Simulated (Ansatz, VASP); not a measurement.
**Sb: VASP beside Ansatz**

```xyz
1
Lattice="5.2661 0.0000 0.0000 0.0000 5.2661 0.0000 0.0000 0.0000 5.2407" Properties=species:S:1:pos:R:3 pbc="T T T"
Sb    0.0000    0.0000    0.0000
```

Alike in both runs: task single point; functional PBEsol; k mesh 8 × 8 × 8; occupations gaussian, width 0.1 eV; no spin polarisation.

|  | VASP | Ansatz |
| --- | --- | --- |
| version | VASP 6.6.1 | Ansatz 0.2.0 |
| potentials or method | VASP PAW PBE potentials, release 64 (Sb), cutoff 500 eV | scalar-relativistic, plane waves, PAW |
| valence electrons in the cell | 5 | 15 |

```tsv
	VASP	Ansatz	Ansatz less VASP
gap on the k mesh at the Fermi level (eV)	none	none	-
pressure (GPa)	-1.6	-1.6	0.00
```

VASP's potentials were made for PBE, not for PBEsol. A gap of «none» marks a metal or a gap that the smearing closes. The functional is the same, so the differences come from potentials, cutoffs and numerics. VASP's potentials hold 5 valence electrons a cell and Ansatz's 15, so a difference there can come from the potentials and not from the codes.

Neither program's run includes spin-orbit coupling.
